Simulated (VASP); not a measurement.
# CdSe (P6_3mc) in VASP: a series of runs

The runs below take CdSe through single point, with PBE.

Program: VASP 6.6.1. These are calculated values, not measurements. Logs are shortened: lines on timing, memory, paths and dates and some standing lists are left out, and cuts for length are marked.

## Step 1: The cell of the first run

The structure is hexagonal, space group P6_3mc (No. 186). Conventional cell: a = 4.384 Å, b = 4.384 Å, c = 7.154 Å, α = 90.00°, β = 90.00°, γ = 120.00°. Cd (site symmetry 3m) has 4 Se at 2.68 to 2.69 Å within 3.5 Å. Se (site symmetry 3m) has 4 Cd at 2.68 to 2.69 Å within 3.5 Å.

## Step 2: Single point, PBE

Contents of INCAR:

```
SYSTEM = CdSe
ALGO = Normal
EDIFF = 1E-7
ENCUT = 520
GGA = PE
ISIF = 2
ISMEAR = 0
LASPH = .TRUE.
LCHARG = .FALSE.
LREAL = .FALSE.
LWAVE = .FALSE.
NBANDS = 26
NELM = 80
PREC = Accurate
SIGMA = 0.02
```

Contents of KPOINTS:

```
k-points
0
G
  12 12 6
  0 0 0
```

Contents of POSCAR:

```
CdSe
1.0
    4.3843196039      0.0000000000      0.0000000000
   -2.1921598020      3.7969321553      0.0000000000
    0.0000000000      0.0000000000      7.1540873383
Cd Se
2 2
Direct
    0.6666666667      0.3333333333      0.5000328785
    0.3333333333      0.6666666667      1.0000328785
    0.6666666667      0.3333333333      0.8758271215
    0.3333333333      0.6666666667      0.3758271215
```

Potentials or basis: VASP PAW PBE potentials, release 64 (Cd, Se).

Command:

```sh
> cat potpaw_PBE.64/Cd/POTCAR potpaw_PBE.64/Se/POTCAR > POTCAR
> mpirun -np 1 vasp_std > vasp.out
```

OUTCAR:

```text
SYSTEM = CdSe
   EDIFF = 1E-7
   ENCUT = 520
   GGA = PE
   ISIF = 2
   ISMEAR = 0
   LASPH = .TRUE.
   LREAL = .FALSE.
   NELM = 80
   PREC = Accurate

 ion  position               nearest neighbor table
   1  0.667  0.333  0.500-   4 2.68   4 2.68   4 2.68   3 2.69
   2  0.333  0.667  0.000-   3 2.68   3 2.68   3 2.68   4 2.69
   3  0.667  0.333  0.876-   2 2.68   2 2.68   2 2.68   1 2.69
   4  0.333  0.667  0.376-   1 2.68   1 2.68   1 2.68   2 2.69

  LATTYP: Found a hexagonal cell.
 ALAT       =     4.3843196039
 C/A-ratio  =     1.6317440298

  Lattice vectors:

 A1 = (   4.3843196039,   0.0000000000,   0.0000000000)
 A2 = (  -2.1921598020,   3.7969321553,   0.0000000000)
 A3 = (   0.0000000000,   0.0000000000,   7.1540873383)

Analysis of symmetry for initial positions (statically):
=====================================================================
 Subroutine PRICEL returns:
 Original cell was already a primitive cell.

 Routine SETGRP: Setting up the symmetry group for a
 hexagonal supercell.

 Subroutine GETGRP returns: Found 12 space group operations
 (whereof  6 operations were pure point group operations)
 out of a pool of 24 trial point group operations.

The static configuration has the point symmetry C_3v.
 The point group associated with its full space group is C_6v.

Analysis of symmetry for dynamics (positions and initial velocities):
=====================================================================
 Subroutine PRICEL returns:
 Original cell was already a primitive cell.

 Routine SETGRP: Setting up the symmetry group for a
 hexagonal supercell.

 Subroutine GETGRP returns: Found 12 space group operations
 (whereof  6 operations were pure point group operations)
 out of a pool of 24 trial point group operations.

The dynamic configuration has the point symmetry C_3v.
 The point group associated with its full space group is C_6v.

 Subroutine INISYM returns: Found 12 space group operations
 (whereof  6 operations are pure point group operations),
 and found     1 'primitive' translations

----------------------------------------------------------------------------------------

                                     Primitive cell

  volume of cell :     119.0938

  direct lattice vectors                    reciprocal lattice vectors
     4.384319604  0.000000000  0.000000000     0.228085562  0.131685261  0.000000000
    -2.192159802  3.796932155  0.000000000     0.000000000  0.263370521  0.000000000
     0.000000000  0.000000000  7.154087338     0.000000000  0.000000000  0.139780234

  length of vectors
     4.384319604  4.384319604  7.154087338     0.263370521  0.263370521  0.139780234

  position of ions in fractional coordinates (direct lattice)
     0.666666667  0.333333333  0.500032879
     0.333333333  0.666666667  0.000032879
     0.666666667  0.333333333  0.875827122
     0.333333333  0.666666667  0.375827122

  ion indices of the primitive-cell ions
   primitive index   ion index
                 1           1
                 2           2
                 3           3
                 4           4

----------------------------------------------------------------------------------------

 KPOINTS: k-points

Automatic generation of k-mesh.
 Grid dimensions read from file:
 generate k-points for:   12   12    6

 Generating k-lattice:

  Cartesian coordinates                     Fractional coordinates (reciprocal lattice)
     0.019007130  0.010973772  0.000000000     0.083333333  0.000000000  0.000000000
     0.000000000  0.021947543  0.000000000     0.000000000  0.083333333  0.000000000
     0.000000000  0.000000000  0.023296706     0.000000000  0.000000000  0.166666667

  Length of vectors
     0.021947543  0.021947543  0.023296706

  Shift w.r.t. Gamma in fractional coordinates (k-lattice)
     0.000000000  0.000000000  0.000000000

 Subroutine IBZKPT returns following result:
 ===========================================

 Found     76 irreducible k-points:

 Following reciprocal coordinates:
            Coordinates               Weight
  0.000000  0.000000  0.000000      1.000000
  0.083333  0.000000  0.000000      6.000000
  0.166667 -0.000000  0.000000      6.000000
  0.250000  0.000000  0.000000      6.000000
  0.333333  0.000000  0.000000      6.000000
  0.416667 -0.000000  0.000000      6.000000
[... 16 lines left out ...]
  0.250000  0.000000  0.166667     12.000000
  0.333333  0.000000  0.166667     12.000000
 [... further k-points ...]
   k-points           NKPTS =     76   k-points in BZ     NKDIM =     76   number of bands    NBANDS=     26
   number of dos      NEDOS =    301   number of ions     NIONS =      4
   total plane-waves  NPLWV =  69984
   dimension x,y,z NGX =    36 NGY =   36 NGZ =   54
   dimension x,y,z NGXF=    72 NGYF=   72 NGZF=  108
   ions per type =               2   2
   NGX,Y,Z   is equivalent  to a cutoff of  13.65, 13.65, 12.55 a.u.
   NGXF,Y,Z  is equivalent  to a cutoff of  27.30, 27.30, 25.10 a.u.
 SYSTEM =  CdSe
   PREC   = accura    normal or accurate (medium, high low for compatibility)
   ISTART =      0    job   : 0-new  1-cont  2-samecut
   ICHARG =      2    charge: 1-file 2-atom 10-const
   ISPIN  =      1    spin polarized calculation?
   LNONCOLLINEAR =      F non collinear calculations
   LSORBIT =      F    spin-orbit coupling
   LASPH  =      T    aspherical Exc in radial PAW
   ENCUT  =  520.0 eV  38.22 Ry    6.18 a.u.   8.15  8.15 13.30*2*pi/ulx,y,z
   NELM   =     80;   NELMIN=  2; NELMDL= -5     # of ELM steps
   EDIFF  = 0.1E-06   stopping-criterion for ELM
   LREAL  =      F    real-space projection
   EDIFFG = 0.1E-05   stopping-criterion for IOM
   NSW    =      0    number of steps for IOM
   IBRION =     -1    ionic relax: 0-MD 1-quasi-New 2-CG
   NFREE  =      0    steps in history (QN), initial steepest desc. (CG)
   ISIF   =      2    stress and relaxation
   ISYM   =      2    0-nonsym 1-usesym 2-fastsym
   POTIM  = 0.5000    time-step for ionic-motion
   TEBEG  =    0.0;   TEEND  =   0.0 temperature during run
   PSTRESS=    0.0 pullay stress
   NELECT =      36.0000    total number of electrons
   NUPDOWN=      -1.0000    fix difference up-down
   EMIN   =  10.00;   EMAX   =-10.00  energy-range for DOS
   EFERMI =   0.00;   METHOD = LEGACY
   ISMEAR =     0;   SIGMA  =   0.02  broadening in eV -4-tet -1-fermi 0-gaus
   EFERMI_NEDOS =   21; number of points for ismear=-14 and -15
   IALGO  =     38    algorithm
   IMIX   =      4    mixing-type and parameters
     AMIX     =   0.40;   BMIX     =  1.00
     AMIX_MAG =   1.60;   BMIX_MAG =  1.00
  volume/ion in A,a.u.               =      29.77       200.92
  Fermi-wavevector in a.u.,A,eV,Ry     =   1.098700  2.076242 16.424168  1.207142
  Thomas-Fermi vector in A             =   2.235082
   LORBIT       =      0    0 simple, 1 ext, 2 COOP (PROOUT), +10 PAW based schemes
   GGA     = PE    functional components
   LHFCALC =     F    Hartree Fock is set to
   AEXX    =    0.0000 exact exchange contribution
   IVDW    =     0    specifies the selected vdW correction
   LEPSILON=     F    determine dielectric tensor
   LRPA    =     F    only Hartree local field effects (RPA)
 non-spin polarized calculation
 Gauss-broadening in eV      SIGMA  =   0.02
  energy-cutoff  :      520.00
  volume of cell :      119.09
 maximum number of plane-waves:      3240
 NGX is ok and might be reduce to    36
   NGX = 17   NGY = 17   NGZ = 27

 number of electron      36.0000015 magnetization

 Free energy of the ion-electron system (eV)
  ---------------------------------------------------
  ext. energy  EPLUGINS =         0.00000000
  ---------------------------------------------------
  free energy    TOTEN  =       -10.99569729 eV

  energy without entropy =      -10.99569729  energy(sigma->0) =      -10.99569729

 E-fermi :   0.6460     XC(G=0):  -8.6238

 val. band max:        0.5108912733   @ k =   0.0000   0.0000   0.0000
 cond. band min:       1.0514686420   @ k =   0.0000   0.0000   0.0000
 fundamental gap:      0.5405773687
 Fermi energy:         0.6460112282

 k-point     1 :       0.0000    0.0000    0.0000
  band No.  band energies     occupation
      1     -11.7867      2.00000
      2     -11.4579      2.00000
      3      -7.2435      2.00000
      4      -7.2381      2.00000
      5      -7.2381      2.00000
      6      -7.1805      2.00000
[... 18 lines left out ...]
     25       7.4660      0.00000
     26       8.0097      0.00000

 k-point     2 :       0.0833    0.0000    0.0000
  band No.  band energies     occupation
      1     -11.7677      2.00000
      2     -11.4490      2.00000
      3      -7.2383      2.00000
      4      -7.2313      2.00000
      5      -7.2222      2.00000
      6      -7.1723      2.00000
[... 18 lines left out ...]
     25       7.6208      0.00000
     26       7.8954      0.00000

 k-point     3 :       0.1667   -0.0000    0.0000
  band No.  band energies     occupation
      1     -11.7145      2.00000
      2     -11.4256      2.00000
      3      -7.2216      2.00000
      4      -7.2137      2.00000
      5      -7.1780      2.00000
      6      -7.1466      2.00000
[... 18 lines left out ...]
     25       7.6481      0.00000
     26       8.0497      0.00000

 k-point     4 :       0.2500    0.0000    0.0000
  band No.  band energies     occupation
      1     -11.6388      2.00000
      2     -11.3961      2.00000
      3      -7.2010      2.00000
      4      -7.1923      2.00000
      5      -7.1236      2.00000
      6      -7.1119      2.00000
[... 18 lines left out ...]
     25       7.8197      0.00000
     26       8.4059      0.00000

 k-point     5 :       0.3333    0.0000    0.0000
  band No.  band energies     occupation
      1     -11.5576      2.00000
      2     -11.3712      2.00000
      3      -7.1837      2.00000
      4      -7.1750      2.00000
      5      -7.0839      2.00000
      6      -7.0785      2.00000
[... 18 lines left out ...]
     25       8.2842      0.00000
     26       8.5266      0.00000

 k-point     6 :       0.4167   -0.0000    0.0000
  band No.  band energies     occupation
      1     -11.4911      2.00000
      2     -11.3596      2.00000
      3      -7.1734      2.00000
      4      -7.1652      2.00000
      5      -7.0552      2.00000
      6      -7.0522      2.00000
[... 427 lines left out ...]
 k-point    21 :       0.0833    0.0000    0.1667
  band No.  band energies     occupation
      1     -11.7461      2.00000
      2     -11.4699      2.00000
      3      -7.2302      2.00000
      4      -7.2282      2.00000
      5      -7.2107      2.00000
      6      -7.1770      2.00000
[... 18 lines left out ...]
     25       7.4894      0.00000
     26       7.7686      0.00000

 k-point    22 :       0.1667   -0.0000    0.1667
  band No.  band energies     occupation
      1     -11.6947      2.00000
      2     -11.4443      2.00000
      3      -7.2148      2.00000
      4      -7.2098      2.00000
      5      -7.1699      2.00000
      6      -7.1513      2.00000
[... 18 lines left out ...]
     25       7.7602      0.00000
     26       7.9111      0.00000

 k-point    23 :       0.2500    0.0000    0.1667
  band No.  band energies     occupation
      1     -11.6218      2.00000
      2     -11.4113      2.00000
      3      -7.1962      2.00000
      4      -7.1872      2.00000
      5      -7.1284      2.00000
      6      -7.1175      2.00000
[... 18 lines left out ...]
     25       7.8599      0.00000
     26       8.5158      0.00000

 k-point    24 :       0.3333    0.0000    0.1667
  band No.  band energies     occupation
      1     -11.5440      2.00000
      2     -11.3825      2.00000
      3      -7.1810      2.00000
      4      -7.1684      2.00000
      5      -7.0946      2.00000
      6      -7.0846      2.00000
[... 18 lines left out ...]
     25       8.0327      0.00000
     26       8.8081      0.00000

 [... further k-points ...]
[... 5 lines left out ...]
  --------------------------------------------------------------------------------------
  -------------------------------------------------------------------------------------
  Total        0.1615833      0.1615833      0.1789831     -0.0000000     -0.0000000      0.0000000
  in kB        2.1737913      2.1737913      2.4078713     -0.0000000     -0.0000000      0.0000000
  external PRESSURE =       2.2518180 kB  Pullay stress =       0.0000000 kB

 VOLUME and BASIS-vectors are now :
 -----------------------------------------------------------------------------
  energy-cutoff  :      520.00
  volume of cell :      119.09
      direct lattice vectors                 reciprocal lattice vectors
     4.384319604  0.000000000  0.000000000     0.228085562  0.131685261  0.000000000
    -2.192159802  3.796932155  0.000000000     0.000000000  0.263370521  0.000000000
     0.000000000  0.000000000  7.154087338     0.000000000  0.000000000  0.139780234

 POSITION                                       TOTAL-FORCE (eV/Angst)
 -----------------------------------------------------------------------------------
      2.19216      1.26564      3.57728         0.000000     -0.000000     -0.000128
     -0.00000      2.53129      0.00024        -0.000000      0.000000     -0.000128
      2.19216      1.26564      6.26574        -0.000000     -0.000000      0.000128
     -0.00000      2.53129      2.68870         0.000000     -0.000000      0.000128
 -----------------------------------------------------------------------------------
    total drift:                               -0.000000     -0.000000      0.000161

  FREE ENERGIE OF THE ION-ELECTRON SYSTEM (eV)
  ---------------------------------------------------
  free  energy   TOTEN  =       -10.9956972941 eV

  energy  without entropy=      -10.9956972941  energy(sigma->0) =      -10.99569729
```

Run time: 2.7 min. Hardware: 1 thread of Intel Xeon 6975P-C (Granite Rapids), shared host; peak memory 0.38 GiB.

Results:

- Free energy: -10.9957 eV
- Pressure: 0.2 GPa
- Band gap on the k mesh: 0.54 eV, direct

Levels at points of the mesh, in eV from the valence-band top:
```tsv
k point	band 14	band 15	band 16	band 17	band 18	band 19	band 20	band 21	band 22	band 23
(0.00, 0.00, 0.00)	-0.69	-0.69	-0.04	0.00	0.00	0.54	2.14	5.85	5.85	6.13
(0.50, 0.00, 0.00)	-3.42	-2.42	-1.67	-1.20	-0.68	3.09	3.33	4.79	5.94	6.44
(0.00, 0.00, 0.50)	-2.53	-0.36	-0.36	-0.36	-0.36	2.26	2.26	5.76	5.76	6.24
(0.50, 0.00, 0.50)	-3.93	-1.24	-1.24	-1.21	-1.21	2.90	2.90	4.83	4.83	7.56
```

As with any semilocal functional, this PBE gap is likely too small.

(Continued in part 2 of 2.)
